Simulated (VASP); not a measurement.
Mn, 2 atoms in the cell. It takes space group Im-3m (No. 229, cubic). Conventional cell: a = 2.880 Å, b = 2.880 Å, c = 2.880 Å, α = 90.00°, β = 90.00°, γ = 90.00°. Mn (site symmetry m-3m) has 14 Mn at 2.49 to 2.88 Å within 3.3 Å. This isn't the form of Mn at room conditions, which is a 58-atom cubic cell.

```yaml
Program: VASP 6.6.1
Task: single point
Functional: PBE
Potentials_or_basis: VASP PAW PBE potentials, release 64 (Mn_pv)
Cutoff: 500 eV
k_mesh: 4 × 4 × 4
Occupations: fermi-dirac, width 0.1 eV
Spin: collinear spin, antiferromagnetic start
Starting_moments: "[2.5, -2.5] μB"
Dipole_correction: no
Further_INCAR_settings: ALGO = Normal; EDIFF = 1e-06; NBANDS = 24
```

Potentials or basis: VASP PAW PBE potentials, release 64 (Mn_pv).

The run is started by

```bash
$ cat potpaw_PBE.64/Mn_pv/POTCAR > POTCAR
$ mpirun -np 1 vasp_std > vasp.out
```

Hardware: 1 thread of Intel Xeon 8259CL, on a shared host.

Problem. Estimate the wall time of this run.

Solution. Run time: 35 s on 1 thread of Intel Xeon 8259CL, on a shared host, peak memory 0.14 GiB. Counts: scf iterations 18, k points 10.
